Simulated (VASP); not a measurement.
Wanted: the native input for a VASP 6.6.1 run.

- Task: single point
- Functional: PBE
- Potentials or basis: VASP PAW PBE potentials, release 64 (Hf_pv, N)
- Cutoff: 520 eV
- k mesh: 22 × 22 × 22
- Occupations: gaussian, width 0.15 eV
- Spin: no spin polarisation
- Dipole correction: no
- Further INCAR settings: ALGO = Normal; EDIFF = 1e-06; NBANDS = 14

The structure of HfN lies in POSCAR:

```
HfN
1.0
    0.0000000000      2.2170491446      2.1602017307
    2.2170491446      0.0000000000      2.1602017307
    2.2170491446      2.2170491446      0.0000000000
Hf N
1 1
Direct
    0.0000000000      0.0000000000      0.0000000000
    0.5000000000      0.5000000000      0.5000000000
```

This cell differs from its parent crystal: strain -0.025 along x and y, -0.050 along z.

One way to write it, as run:

INCAR

```
PREC = Accurate
ENCUT = 520
EDIFF = 1E-6
ISMEAR = 0
SIGMA = 0.15
LREAL = False
LASPH = True
NELM = 100
ALGO = Normal
ISIF = 2
LWAVE = False
LCHARG = True
GGA = PE
LELF = True
LVHAR = True
NBANDS = 14
```

KPOINTS

```
Automatic mesh
0
Gamma
  22 22 22
```

Potentials or basis: VASP PAW PBE potentials, release 64 (Hf_pv, N).

Command:

```sh
$ cat potpaw_PBE.64/Hf_pv/POTCAR potpaw_PBE.64/N/POTCAR > POTCAR
$ mpirun -np 1 vasp_std > vasp.out
```

Results of the run:

| Property | Result |
| --- | --- |
| Pressure | 31.4 GPa |
| Band gap on the k mesh | zero (an odd number of electrons rules out a gap without spin polarisation) |

Caveat: the cell differs from its parent crystal (strain -0.025 along x and y, -0.050 along z); the cell stands under pressure; spin-orbit coupling is left out, which moves the levels of the heavy elements.

Wall time 86 s on 1 thread of Intel(R) Xeon(R) Platinum 8488C (Sapphire Rapids), on a shared host, peak memory 0.36 GiB.
